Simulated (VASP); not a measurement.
# Zr in VASP: single point with PBEsol+D4

Aim: the single point of Zr with PBEsol+D4.

Everything below comes from runs of VASP 6.6.1. Logs are shortened: lines on timing, memory, paths and dates and some standing lists are left out, and cuts for length are marked.

### Step 1. The cell of the first run

The cell holds a slab with vacuum, 3 atoms: a = 3.131 Å, b = 3.131 Å, c = 25.131 Å, α = 90.00°, β = 90.00°, γ = 120.00°.

### Step 2. Single point, PBEsol+D4

File INCAR:

```
PREC = Accurate ; ENCUT = 400
EDIFF = 1E-6 ; ISMEAR = 1
SIGMA = 0.1 ; LREAL = F
LASPH = T ; NELM = 120
ALGO = Normal ; ISIF = 2
LWAVE = F ; LCHARG = T
LDIPOL = T ; IDIPOL = 3
DIPOL = 0.5 0.5 0.377 ; GGA = PS
IVDW = 13 ; LELF = T
LVHAR = T ; LVACPOTAV = T
NBANDS = 25 ; GGA_COMPAT = F
NELMDL = -8
```

File KPOINTS:

```
regular mesh
0
Gamma
  12 12 1
```

File POSCAR:

```
Zr
1.0
    3.1307378103      0.0000000000      0.0000000000
   -1.5653689052      2.7112984763      0.0000000000
    0.0000000000      0.0000000000     25.1312758577
Zr
3
Direct
    0.3333333333      0.6666666667      0.2785373906
    0.6666666667      0.3333333333      0.3751788587
    0.3333333333      0.6666666667      0.4787258915
```

Potentials or basis: VASP PAW PBE potentials, release 64 (Zr_sv).

Launch:

```bash
cat potpaw_PBE.64/Zr_sv/POTCAR > POTCAR
mpirun -np 1 vasp_std > vasp.out
```

OUTCAR:

```text
PREC = Accurate
   ENCUT = 400
   EDIFF = 1E-6
   ISMEAR = 1
   LREAL = F
   LASPH = T
   NELM = 120
   ISIF = 2
   GGA = PS
   IVDW = 13
   NELMDL = -8

 ion  position               nearest neighbor table
   1  0.333  0.667  0.279-   2 3.03   2 3.03   2 3.03
   2  0.667  0.333  0.375-   1 3.03   1 3.03   1 3.03   3 3.17   3 3.17   3 3.17
   3  0.333  0.667  0.479-   2 3.17   2 3.17   2 3.17

  LATTYP: Found a hexagonal cell.
 ALAT       =     3.1307378103
 C/A-ratio  =     8.0272694108

  Lattice vectors:

 A1 = (   3.1307378103,   0.0000000000,   0.0000000000)
 A2 = (  -1.5653689052,   2.7112984763,   0.0000000000)
 A3 = (   0.0000000000,   0.0000000000,  25.1312758577)

Analysis of symmetry for initial positions (statically):
=====================================================================
 Subroutine PRICEL returns:
 Original cell was already a primitive cell.

 Routine SETGRP: Setting up the symmetry group for a
 hexagonal supercell.

 Subroutine GETGRP returns: Found  6 space group operations
 (whereof  6 operations were pure point group operations)
 out of a pool of 24 trial point group operations.

The static configuration has the point symmetry C_3v.

Analysis of symmetry for dynamics (positions and initial velocities):
=====================================================================
 Subroutine PRICEL returns:
 Original cell was already a primitive cell.

 Routine SETGRP: Setting up the symmetry group for a
 hexagonal supercell.

 Subroutine GETGRP returns: Found  6 space group operations
 (whereof  6 operations were pure point group operations)
 out of a pool of 24 trial point group operations.

The dynamic configuration has the point symmetry C_3v.

 Subroutine INISYM returns: Found  6 space group operations
 (whereof  6 operations are pure point group operations),
 and found     1 'primitive' translations

----------------------------------------------------------------------------------------

                                     Primitive cell

  volume of cell :     213.3234

  direct lattice vectors                    reciprocal lattice vectors
     3.130737810  0.000000000  0.000000000     0.319413525  0.184413485  0.000000000
    -1.565368905  2.711298476  0.000000000     0.000000000  0.368826969  0.000000000
     0.000000000  0.000000000 25.131275858     0.000000000  0.000000000  0.039791056

  length of vectors
     3.130737810  3.130737810 25.131275858     0.368826969  0.368826969  0.039791056

  position of ions in fractional coordinates (direct lattice)
     0.333333333  0.666666667  0.278537391
     0.666666667  0.333333333  0.375178859
     0.333333333  0.666666667  0.478725891

  ion indices of the primitive-cell ions
   primitive index   ion index
                 1           1
                 2           2
                 3           3

----------------------------------------------------------------------------------------

 KPOINTS: regular mesh

Automatic generation of k-mesh.
 Grid dimensions read from file:
 generate k-points for:   12   12    1

 Generating k-lattice:

  Cartesian coordinates                     Fractional coordinates (reciprocal lattice)
     0.026617794  0.015367790  0.000000000     0.083333333  0.000000000  0.000000000
     0.000000000  0.030735581  0.000000000     0.000000000  0.083333333  0.000000000
     0.000000000  0.000000000  0.039791056     0.000000000  0.000000000  1.000000000

  Length of vectors
     0.030735581  0.030735581  0.039791056

  Shift w.r.t. Gamma in fractional coordinates (k-lattice)
     0.000000000  0.000000000  0.000000000

 Subroutine IBZKPT returns following result:
 ===========================================

 Found     19 irreducible k-points:

 Following reciprocal coordinates:
            Coordinates               Weight
  0.000000  0.000000  0.000000      1.000000
  0.083333  0.000000  0.000000      6.000000
  0.166667  0.000000  0.000000      6.000000
  0.250000  0.000000  0.000000      6.000000
  0.333333  0.000000  0.000000      6.000000
  0.416667  0.000000  0.000000      6.000000
[... 11 lines left out ...]
  0.333333  0.250000  0.000000     12.000000
  0.333333  0.333333  0.000000      2.000000
   k-points           NKPTS =     19   k-points in BZ     NKDIM =     19   number of bands    NBANDS=     25
   number of dos      NEDOS =    301   number of ions     NIONS =      3
   total plane-waves  NPLWV =  67200
   dimension x,y,z NGX =    20 NGY =   20 NGZ =  168
   dimension x,y,z NGXF=    40 NGYF=   40 NGZF=  336
   ions per type =               3
   NGX,Y,Z   is equivalent  to a cutoff of  10.62, 10.62, 11.11 a.u.
   NGXF,Y,Z  is equivalent  to a cutoff of  21.24, 21.24, 22.23 a.u.
 SYSTEM =  unknown system
   PREC   = accura    normal or accurate (medium, high low for compatibility)
   ISTART =      0    job   : 0-new  1-cont  2-samecut
   ICHARG =      2    charge: 1-file 2-atom 10-const
   ISPIN  =      1    spin polarized calculation?
   LNONCOLLINEAR =      F non collinear calculations
   LSORBIT =      F    spin-orbit coupling
   LASPH  =      T    aspherical Exc in radial PAW
   ENCUT  =  400.0 eV  29.40 Ry    5.42 a.u.   5.11  5.11 40.98*2*pi/ulx,y,z
   NELM   =    120;   NELMIN=  2; NELMDL= -8     # of ELM steps
   EDIFF  = 0.1E-05   stopping-criterion for ELM
   LREAL  =      F    real-space projection
   EDIFFG = 0.1E-04   stopping-criterion for IOM
   NSW    =      0    number of steps for IOM
   IBRION =     -1    ionic relax: 0-MD 1-quasi-New 2-CG
   NFREE  =      0    steps in history (QN), initial steepest desc. (CG)
   ISIF   =      2    stress and relaxation
   ISYM   =      2    0-nonsym 1-usesym 2-fastsym
   POTIM  = 0.5000    time-step for ionic-motion
   TEBEG  =    0.0;   TEEND  =   0.0 temperature during run
   PSTRESS=    0.0 pullay stress
   NELECT =      36.0000    total number of electrons
   NUPDOWN=      -1.0000    fix difference up-down
   EMIN   =  10.00;   EMAX   =-10.00  energy-range for DOS
   EFERMI =   0.00;   METHOD = LEGACY
   ISMEAR =     1;   SIGMA  =   0.10  broadening in eV -4-tet -1-fermi 0-gaus
   EFERMI_NEDOS =   21; number of points for ismear=-14 and -15
   IALGO  =     38    algorithm
   IMIX   =      4    mixing-type and parameters
     AMIX     =   0.40;   BMIX     =  1.00
     AMIX_MAG =   1.60;   BMIX_MAG =  1.00
  volume/ion in A,a.u.               =      71.11       479.86
  Fermi-wavevector in a.u.,A,eV,Ry     =   0.904682  1.709602 11.135692  0.818450
  Thomas-Fermi vector in A             =   2.028159
   LORBIT       =      0    0 simple, 1 ext, 2 COOP (PROOUT), +10 PAW based schemes
   GGA     = PS    functional components
   LHFCALC =     F    Hartree Fock is set to
   AEXX    =    0.0000 exact exchange contribution
   IVDW    =    13    specifies the selected vdW correction
   LEPSILON=     F    determine dielectric tensor
   LRPA    =     F    only Hartree local field effects (RPA)
 non-spin polarized calculation
 Methfessel and Paxton  Order N= 1 SIGMA  =   0.10
  energy-cutoff  :      400.00
  volume of cell :      213.32
 maximum number of plane-waves:      3902
   NGX = 11   NGY = 11   NGZ = 81

 dipolmoment           0.000000      0.000000      0.008501 electrons x Angstroem

 number of electron      36.0000000 magnetization

 dipolmoment           0.000000      0.000000     -0.008463 electrons x Angstroem

 Free energy of the ion-electron system (eV)
  ---------------------------------------------------
  ext. energy  EPLUGINS =         0.00000000
  ---------------------------------------------------
  free energy    TOTEN  =       -25.34438593 eV

  energy without entropy =      -25.34134134  energy(sigma->0) =      -25.34337106

 E-fermi :   0.0037     XC(G=0):  -4.3385

 val. band max:       -0.0085009511   @ k =   0.4167   0.0000   0.0000
 cond. band min:       0.0278060766   @ k =   0.0833   0.0000   0.0000
 fundamental gap:      0.0363070277
 Fermi energy:         0.0037465218

 k-point     1 :       0.0000    0.0000    0.0000
  band No.  band energies     occupation
      1     -48.6026      2.00000
      2     -48.5685      2.00000
      3     -48.1395      2.00000
      4     -27.0078      2.00000
      5     -26.7184      2.00000
      6     -26.1577      2.00000
[... 17 lines left out ...]
     24       1.5363     -0.00000
     25       1.5363     -0.00000

 k-point     2 :       0.0833    0.0000    0.0000
  band No.  band energies     occupation
      1     -48.5941      2.00000
      2     -48.5598      2.00000
      3     -48.1320      2.00000
      4     -26.9886      2.00000
      5     -26.7140      2.00000
      6     -26.2253      2.00000
[... 17 lines left out ...]
     24       1.4884     -0.00000
     25       1.7119     -0.00000

 k-point     3 :       0.1667    0.0000    0.0000
  band No.  band energies     occupation
      1     -48.5708      2.00000
      2     -48.5357      2.00000
      3     -48.1114      2.00000
      4     -26.9365      2.00000
      5     -26.7066      2.00000
      6     -26.4047      2.00000
[... 17 lines left out ...]
     24       1.8000     -0.00000
     25       2.2149      0.00000

 k-point     4 :       0.2500    0.0000    0.0000
  band No.  band energies     occupation
      1     -48.5389      2.00000
      2     -48.5025      2.00000
      3     -48.0832      2.00000
      4     -26.8781      2.00000
      5     -26.7187      2.00000
      6     -26.6221      2.00000
[... 17 lines left out ...]
     24       2.4753      0.00000
     25       2.6915      0.00000

 k-point     5 :       0.3333    0.0000    0.0000
  band No.  band energies     occupation
      1     -48.5069      2.00000
      2     -48.4688      2.00000
      3     -48.0548      2.00000
      4     -26.9327      2.00000
      5     -26.8592      2.00000
      6     -26.7671      2.00000
[... 17 lines left out ...]
     24       2.8480      0.00000
     25       3.0194      0.00000

 k-point     6 :       0.4167    0.0000    0.0000
  band No.  band energies     occupation
      1     -48.4833      2.00000
      2     -48.4439      2.00000
      3     -48.0339      2.00000
      4     -27.0671      2.00000
      5     -27.0167      2.00000
      6     -26.8414      2.00000
[... 17 lines left out ...]
     24       3.4218      0.00000
     25       3.7842      0.00000
[... 253 lines left out ...]
 k-point    16 :       0.4167    0.1667    0.0000
  band No.  band energies     occupation
      1     -48.4672      2.00000
      2     -48.4268      2.00000
      3     -48.0196      2.00000
      4     -27.0433      2.00000
      5     -27.0002      2.00000
      6     -26.8245      2.00000
[... 17 lines left out ...]
     24       3.6600      0.00000
     25       3.9737      0.00000

 k-point    17 :       0.2500    0.2500    0.0000
  band No.  band energies     occupation
      1     -48.4747      2.00000
      2     -48.4348      2.00000
      3     -48.0262      2.00000
      4     -26.9553      2.00000
      5     -26.8973      2.00000
      6     -26.7917      2.00000
[... 17 lines left out ...]
     24       3.0570      0.00000
     25       3.3006      0.00000

 k-point    18 :       0.3333    0.2500    0.0000
  band No.  band energies     occupation
      1     -48.4629      2.00000
      2     -48.4223      2.00000
      3     -48.0157      2.00000
      4     -26.9575      2.00000
      5     -26.9139      2.00000
      6     -26.7868      2.00000
[... 17 lines left out ...]
     24       3.5445      0.00000
     25       3.6758      0.00000

 k-point    19 :       0.3333    0.3333    0.0000
  band No.  band energies     occupation
      1     -48.4586      2.00000
      2     -48.4177      2.00000
      3     -48.0119      2.00000
      4     -26.8801      2.00000
      5     -26.8289      2.00000
      6     -26.7852      2.00000
[... 17 lines left out ...]
     24       3.6401      0.00000
     25       3.7416      0.00000

------------------------ aborting loop because EDIFF is reached ----------------------------------------

  DFT-D4 for vdW energy calculation

  Edisp (eV):   -0.24306

  FORCE on cell =-STRESS in cart. coord.  units (eV):
  Direction    XX          YY          ZZ          XY          YZ          ZX
  --------------------------------------------------------------------------------------
  -------------------------------------------------------------------------------------
  Total      -1.12729    -1.12729    -0.21899     0.00000     0.00000    -0.00000
  in kB      -8.46658    -8.46658    -1.64476     0.00000     0.00000    -0.00000
  external pressure =       -6.19 kB  Pullay stress =        0.00 kB

 VOLUME and BASIS-vectors are now :
 -----------------------------------------------------------------------------
  energy-cutoff  :      400.00
  volume of cell :      213.32
      direct lattice vectors                 reciprocal lattice vectors
     3.130737810  0.000000000  0.000000000     0.319413525  0.184413485  0.000000000
    -1.565368905  2.711298476  0.000000000     0.000000000  0.368826969  0.000000000
     0.000000000  0.000000000 25.131275858     0.000000000  0.000000000  0.039791056

 POSITION                                       TOTAL-FORCE (eV/Angst)
 -----------------------------------------------------------------------------------
     -0.00000      1.80753      7.00000        -0.000000      0.000000     -0.234112
      1.56537      0.90377      9.42872        -0.000000      0.000000      0.488899
     -0.00000      1.80753     12.03099         0.000000     -0.000000     -0.254787
 -----------------------------------------------------------------------------------
    total drift:                                0.000000     -0.000000      0.000014

  FREE ENERGIE OF THE ION-ELECTRON SYSTEM (eV)
  ---------------------------------------------------
  free  energy   TOTEN  =       -25.5874462934 eV

  energy  without entropy=      -25.5844017007  energy(sigma->0) =      -25.58643143

 vacuum level on the upper side and lower side of the slab         4.239         4.419
```

It took 2.7 min on 1 thread of AMD EPYC 7R43 (Zen 3), shared host; peak memory 0.21 GiB.

What came out:

```yaml
Free_energy: -25.5874 eV
Largest_force: 0.489 eV/Å
Band_gap_on_the_k_mesh: zero (band 18 reaches 0.76 eV, above the bottom of band 19 at -0.20 eV)
Dispersion_energy_per_atom: -0.081 eV
```

Forces in eV/Å, atoms in the order of the input:
```
Zr   0.000  0.000 -0.234
Zr   0.000  0.000  0.489
Zr   0.000  0.000 -0.255
```

Levels at points of the mesh, in eV from the Fermi level:
| k point | band 15 | band 16 | band 17 | band 18 | band 19 | band 20 | band 21 | band 22 |
| --- | --- | --- | --- | --- | --- | --- | --- | --- |
| (0.00, 0.00, 0.00) | -3.09 | -0.09 | 0.08 | 0.75 | 1.02 | 1.02 | 1.12 | 1.12 |
| (0.50, 0.00, 0.00) | -2.39 | -1.52 | -0.96 | -0.01 | 1.33 | 1.34 | 1.66 | 2.24 |

Caveat: the PAW data sets were made with another functional, which shifts forces and pressure a little.
